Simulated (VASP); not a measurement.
# O: density of states with PBEsol

Crystal: O.

```
CELL_PARAMETERS angstrom
0.00000 1.55398 1.55398
1.55398 0.00000 1.55398
1.55398 1.55398 0.00000
ATOMIC_POSITIONS crystal
O 0.00000 0.00000 0.00000
```

* Program: VASP 6.6.1
* Task: density of states
* Functional: PBEsol
* Potentials or basis: VASP PAW PBE potentials, release 64 (O)
* Cutoff: 520 eV
* k mesh: 18 × 18 × 18
* Occupations: fermi-dirac, width 0.08 eV
* Spin: no spin polarisation
* Dipole correction: no
* k mesh for the DOS: 27 × 27 × 27
* Occupations for the DOS: tetrahedron
* Further INCAR settings: ALGO = Normal; EDIFF = 1e-07

```yaml
Valence_electrons_inside_the_program's_atomic_spheres: O 4.56
```

Levels at points of the mesh, in eV from the Fermi level:
| k point | band 1 | band 2 | band 3 | band 4 | band 5 | band 6 | band 7 |
| --- | --- | --- | --- | --- | --- | --- | --- |
| (0.00, 0.00, 0.00) | -21.76 | 2.04 | 2.04 | 2.04 | 19.14 | 35.11 | 35.11 |

Wall time 12 s on 1 thread of Intel(R) Xeon(R) Platinum 8488C (Sapphire Rapids), on a shared host, peak memory 0.13 GiB.
